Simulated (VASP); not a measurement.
# W (R-3m) in VASP: further runs

The runs below take W through single point, with r2SCAN.

Everything below comes from runs of VASP 6.6.1. Logs are shortened: lines on timing, memory, paths and dates and some standing lists are left out, and cuts for length are marked.

## (1) The cell of the first run

The structure is trigonal, space group R-3m (No. 166). Conventional cell: a = 4.769 Å, b = 4.769 Å, c = 2.483 Å, α = 90.00°, β = 90.00°, γ = 120.00°. Within 3.3 Å of W (site symmetry -3m) lie 14 W at 2.48 to 3.21 Å.

## (2) Single point, r2SCAN

File POSCAR:

```
W
1.0
   -1.7705280660      1.6019063455      1.6019063455
    1.6019063455     -1.7705280660      1.6019063455
    1.6019063455      1.6019063455     -1.7705280660
W
1
Direct
    0.0000000000      0.0000000000      0.0000000000
```

File INCAR.step1:

```
SYSTEM = W
PREC = Accurate
ENCUT = 520
ISMEAR = 0
SIGMA = 0.15
LREAL = .False.
LASPH = .True.
NELM = 100
NBANDS = 13
GGA = PE
ALGO = Normal
EDIFF = 1E-4
LWAVE = .True.
LCHARG = .False.
```

File INCAR.step2:

```
SYSTEM = W
PREC = Accurate
ENCUT = 520
EDIFF = 1E-6
ISMEAR = 0
SIGMA = 0.15
LREAL = .False.
LASPH = .True.
NELM = 100
ALGO = Normal
ISIF = 2
LWAVE = .False.
LCHARG = .False.
METAGGA = R2SCAN
LMIXTAU = .True.
NBANDS = 13
ISTART = 1
```

File KPOINTS:

```
regular mesh
0
Gamma
  24 24 24
  0 0 0
```

Potentials or basis: VASP PAW PBE potentials, release 64 (W_sv).

Run with:

```sh
$ cat potpaw_PBE.64/W_sv/POTCAR > POTCAR
$ cp INCAR.step1 INCAR
$ mpirun -np 1 vasp_std > vasp.out
$ cp INCAR.step2 INCAR
$ mpirun -np 1 vasp_std > vasp.out
```

OUTCAR:

```text
SYSTEM = W
   PREC = Accurate
   ENCUT = 520
   EDIFF = 1E-6
   ISMEAR = 0
   LREAL = .False.
   LASPH = .True.
   NELM = 100
   ISIF = 2
   METAGGA = R2SCAN
   ISTART = 1

 ion  position               nearest neighbor table
   1  0.000  0.000  0.000-

  LATTYP: Found a trigonal (rhomboedric) cell.
 ALAT       =     2.8752352099
 COS(alpha) =    -0.3757523646

  Lattice vectors:

 A1 = (  -1.7705280660,   1.6019063455,   1.6019063455)
 A2 = (   1.6019063455,  -1.7705280660,   1.6019063455)
 A3 = (   1.6019063455,   1.6019063455,  -1.7705280660)

Analysis of symmetry for initial positions (statically):
=====================================================================
 Subroutine PRICEL returns:
 Original cell was already a primitive cell.

 Routine SETGRP: Setting up the symmetry group for a
 trigonal (rhombohedral) supercell.

 Subroutine GETGRP returns: Found 12 space group operations
 (whereof 12 operations were pure point group operations)
 out of a pool of 12 trial point group operations.

The static configuration has the point symmetry D_3d.

Analysis of symmetry for dynamics (positions and initial velocities):
=====================================================================
 Subroutine PRICEL returns:
 Original cell was already a primitive cell.

 Routine SETGRP: Setting up the symmetry group for a
 trigonal (rhombohedral) supercell.

 Subroutine GETGRP returns: Found 12 space group operations
 (whereof 12 operations were pure point group operations)
 out of a pool of 12 trial point group operations.

The dynamic configuration has the point symmetry D_3d.

 Subroutine INISYM returns: Found 12 space group operations
 (whereof 12 operations are pure point group operations),
 and found     1 'primitive' translations

----------------------------------------------------------------------------------------

                                     Primitive cell

  volume of cell :      16.3012

  direct lattice vectors                    reciprocal lattice vectors
    -1.770528066  1.601906345  1.601906345     0.034884906  0.331406611  0.331406611
     1.601906345 -1.770528066  1.601906345     0.331406611  0.034884906  0.331406611
     1.601906345  1.601906345 -1.770528066     0.331406611  0.331406611  0.034884906

  length of vectors
[... 80 lines left out ...]
   EDIFF  = 0.1E-05   stopping-criterion for ELM
   LREAL  =      F    real-space projection
   EDIFFG = 0.1E-04   stopping-criterion for IOM
   NSW    =      0    number of steps for IOM
   IBRION =     -1    ionic relax: 0-MD 1-quasi-New 2-CG
   NFREE  =      0    steps in history (QN), initial steepest desc. (CG)
   ISIF   =      2    stress and relaxation
   ISYM   =      2    0-nonsym 1-usesym 2-fastsym
   POTIM  = 0.5000    time-step for ionic-motion
   TEBEG  =    0.0;   TEEND  =   0.0 temperature during run
   PSTRESS=    0.0 pullay stress
   NELECT =      14.0000    total number of electrons
   NUPDOWN=      -1.0000    fix difference up-down
   EMIN   =  10.00;   EMAX   =-10.00  energy-range for DOS
   EFERMI =   0.00;   METHOD = LEGACY
   ISMEAR =     0;   SIGMA  =   0.15  broadening in eV -4-tet -1-fermi 0-gaus
   EFERMI_NEDOS =   21; number of points for ismear=-14 and -15
   IALGO  =     38    algorithm
   IMIX   =      4    mixing-type and parameters
     AMIX     =   0.40;   BMIX     =  1.00
     AMIX_MAG =   1.60;   BMIX_MAG =  1.00
  volume/ion in A,a.u.               =      16.30       110.01
  Fermi-wavevector in a.u.,A,eV,Ry     =   1.556125  2.940649 32.946829  2.421524
  Thomas-Fermi vector in A             =   2.659966
   LORBIT       =      0    0 simple, 1 ext, 2 COOP (PROOUT), +10 PAW based schemes
   METAGGA = R2SCAN    functional components
   LHFCALC =     F    Hartree Fock is set to
   AEXX    =    0.0000 exact exchange contribution
   IVDW    =     0    specifies the selected vdW correction
   LEPSILON=     F    determine dielectric tensor
   LRPA    =     F    only Hartree local field effects (RPA)
 non-spin polarized calculation
 Gauss-broadening in eV      SIGMA  =   0.15
  energy-cutoff  :      520.00
  volume of cell :       16.30
 maximum number of plane-waves:       453
 NGX is ok and might be reduce to    24
   NGX = 11   NGY = 11   NGZ = 11

 number of electron      13.9999998 magnetization

 Free energy of the ion-electron system (eV)
  ---------------------------------------------------
  ext. energy  EPLUGINS =         0.00000000
  ---------------------------------------------------
  free energy    TOTEN  =       -51.01094837 eV

  energy without entropy =      -51.00614216  energy(sigma->0) =      -51.00854526

 E-fermi :  10.9734     XC(G=0): -14.7405

 val. band max:       10.9722947428   @ k =  -0.2083  -0.2083   0.0833
 cond. band min:      10.9736576619   @ k =  -0.2917   0.3333   0.2917
 fundamental gap:      0.0013629190
 Fermi energy:        10.9733815361

 k-point     1 :       0.0000    0.0000    0.0000
  band No.  band energies     occupation
      1     -65.2759      2.00000
      2     -28.3422      2.00000
      3     -28.3422      2.00000
      4     -27.6399      2.00000
      5       0.9757      2.00000
      6       7.6189      2.00000
      7      10.0069      2.00000
      8      10.0069      2.00000
      9      14.2718      0.00000
     10      14.2718      0.00000
     11      24.1445      0.00000
     12      27.2176      0.00000
     13      27.2176      0.00000
[... 354 lines left out ...]
  band No.  band energies     occupation
      1     -65.0144      2.00000
      2     -29.9052      2.00000
      3     -28.6020      2.00000
      4     -28.2261      2.00000
      5       4.7201      2.00000
      6       7.5273      2.00000
      7      11.9193      0.00000
      8      12.6744      0.00000
      9      13.3244      0.00000
     10      17.0633      0.00000
     11      22.3901      0.00000
     12      24.7678      0.00000
     13      28.2823      0.00000

 [... further k-points ...]
[... 5 lines left out ...]
  --------------------------------------------------------------------------------------
  -------------------------------------------------------------------------------------
  Total        0.1020326      0.1020326      0.1020326      2.3514262      2.3514262      2.3514262
  in kB       10.0283649     10.0283649     10.0283649    231.1119884    231.1119884    231.1119884
  external PRESSURE =      10.0283649 kB  Pullay stress =       0.0000000 kB

 VOLUME and BASIS-vectors are now :
 -----------------------------------------------------------------------------
  energy-cutoff  :      520.00
  volume of cell :       16.30
      direct lattice vectors                 reciprocal lattice vectors
    -1.770528066  1.601906345  1.601906345     0.034884906  0.331406611  0.331406611
     1.601906345 -1.770528066  1.601906345     0.331406611  0.034884906  0.331406611
     1.601906345  1.601906345 -1.770528066     0.331406611  0.331406611  0.034884906

 POSITION                                       TOTAL-FORCE (eV/Angst)
 -----------------------------------------------------------------------------------
      0.00000      0.00000      0.00000         0.000000      0.000000     -0.000000
 -----------------------------------------------------------------------------------
    total drift:                               -0.000000     -0.000000      0.000000

  FREE ENERGIE OF THE ION-ELECTRON SYSTEM (eV)
  ---------------------------------------------------
  free  energy   TOTEN  =       -51.0109483698 eV

  energy  without entropy=      -51.0061421570  energy(sigma->0) =      -51.00854526
```

OSZICAR.step1:

```text
N       E                     dE             d eps       ncg     rms          rms(c)
DAV:   1     0.860330998422E+02    0.86033E+02   -0.74769E+03 34226   0.122E+03
DAV:   2    -0.115185847758E+02   -0.97552E+02   -0.93605E+02 38113   0.317E+02
DAV:   3    -0.132073544893E+02   -0.16888E+01   -0.16822E+01 37828   0.405E+01
DAV:   4    -0.132144534077E+02   -0.70989E-02   -0.70986E-02 37828   0.290E+00
DAV:   5    -0.132145143959E+02   -0.60988E-04   -0.60989E-04 38148   0.254E-01    0.206E+01
DAV:   6    -0.127511284688E+02    0.46339E+00   -0.39154E-01 35518   0.825E+00    0.839E+00
DAV:   7    -0.126297851914E+02    0.12134E+00   -0.20534E-01 38508   0.568E+00    0.577E-01
DAV:   8    -0.126259677278E+02    0.38175E-02   -0.49338E-03 34733   0.875E-01    0.888E-02
DAV:   9    -0.126259697580E+02   -0.20302E-05   -0.73788E-05 28884   0.107E-01
   1 F= -.12625970E+02 E0= -.12623316E+02  d E =-.530773E-02
```

Run time: 18 min. Hardware: 1 thread of Oxide Virtual Turin-like, shared host; peak memory 0.33 GiB.

Results:

```
Free energy            : -51.0109 eV
Pressure               : 1.0 GPa
Band gap on the k mesh : zero (bands 7 and 8 overlap by 4.93 eV)
```

Levels at points of the mesh, in eV from the Fermi level:
| k point | band 4 | band 5 | band 6 | band 7 | band 8 | band 9 | band 10 | band 11 |
| --- | --- | --- | --- | --- | --- | --- | --- | --- |
| (0.00, 0.00, 0.00) | -38.61 | -10.00 | -3.35 | -0.97 | -0.97 | 3.30 | 3.30 | 13.17 |
| (0.50, 0.00, 0.00) | -39.19 | -6.31 | -3.45 | 1.46 | 1.63 | 2.11 | 5.96 | 11.28 |
| (0.50, 0.50, 0.00) | -38.67 | -6.62 | -4.38 | -0.50 | 3.53 | 4.08 | 5.49 | 9.49 |
| (0.50, 0.50, 0.50) | -39.77 | -5.94 | -5.94 | 3.96 | 3.96 | 6.81 | 7.86 | 7.86 |

Caveat: the PAW data sets were made with another functional, which shifts forces and pressure a little; spin-orbit coupling is left out, which moves the levels of the heavy elements.

[end of part 1 of 2]
